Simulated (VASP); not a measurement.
Si2As2O:

```xyz
5
Lattice="-2.0038 2.0038 4.8810 2.0038 -2.0038 4.8810 2.0038 2.0038 -4.8810" Properties=species:S:1:pos:R:3 pbc="T T T"
Si    2.0038    0.0000    2.4405
Si    0.0000    2.0038    2.4405
As    0.0000    0.0000    3.7112
As    0.0000    0.0000    6.0509
O     0.0000    0.0000    0.0000
```

The cell was generated, and may not be a known phase.

* Program: VASP 6.6.1
* Task: relaxation of cell and atoms
* Functional: PBE
* Potentials or basis: VASP PAW PBE potentials, release 64 (Si, As, O)
* Cutoff: 600 eV
* k mesh: 6 × 6 × 6
* Occupations: gaussian, width 0.1 eV
* Spin: no spin polarisation

At the start: pressure 14.2 GPa; volume 15.68 Å³/atom.

How do energy, volume and symmetry change on relaxing?

Over 35 steps the energy falls by 268.3 meV/atom and the volume is 15.97 Å³/atom (+1.8 %); space group I4/mmm (No. 139, to 0.1 Å) before and after.

Step by step:
```tsv
step	energy change (eV)	largest force (eV/Å)	pressure (GPa)	volume (Å³)
1	0.0000	0.9220	14.16	78.39
2	-0.5674	0.2371	-1.95	95.17
3	-0.5807	0.2480	-0.29	92.42
4	-0.5807	0.2459	-0.48	92.72
5	-0.5949	0.0861	-0.01	92.35
6	-0.5996	0.4380	0.55	91.97
7	-0.6070	0.5357	0.54	92.01
8	-0.6263	0.8025	0.51	92.10
9	-0.6545	1.2302	0.92	92.15
10	-0.6877	1.7057	1.94	91.75
11	-0.6942	1.6844	1.81	91.85
12	-0.7116	1.6235	1.46	92.12
13	-0.7341	1.4957	0.57	92.60
14	-0.7364	1.4350	0.10	92.81
15	-0.7522	1.3889	-0.07	92.79
16	-0.7960	1.2510	-0.55	92.73
17	-0.8675	0.9750	-1.46	92.60
18	-0.9434	0.3826	-2.94	92.28
19	-0.9489	0.1560	-3.34	92.15
20	-0.9923	0.1493	-2.10	89.74
21	-1.0133	0.0970	-0.41	86.91
22	-1.0545	0.2165	-0.31	85.84
23	-1.1847	0.4065	1.02	82.60
24	-1.2452	0.7680	6.09	75.96
25	-1.2675	0.6120	3.69	78.43
26	-1.3038	0.5120	2.62	78.71
27	-1.3309	0.2959	0.40	79.34
28	-1.3318	0.2789	0.64	79.27
29	-1.3315	0.3107	1.21	79.11
30	-1.3323	0.2801	0.84	79.22
31	-1.3373	0.2027	0.47	79.51
32	-1.3411	0.0439	-0.27	80.13
33	-1.3411	0.0585	-0.20	80.08
34	-1.3414	0.0502	-0.11	79.97
35	-1.3416	0.0394	0.03	79.83
```

Final structure:
```
Si As O
1.0
    -1.76528    1.76528    6.40428
     1.76528   -1.76528    6.40428
     1.76528    1.76528   -6.40428
Si As O
2 2 1
Cartesian
  1.7653 0.0000 3.2021
  0.0000 1.7653 3.2021
  0.0000 0.0000 5.0967
  0.0000 0.0000 7.7119
  0.0000 0.0000 0.0000
```

Caveat: a cell axis changed by over 15 % at a fixed basis, so the end point is rough.
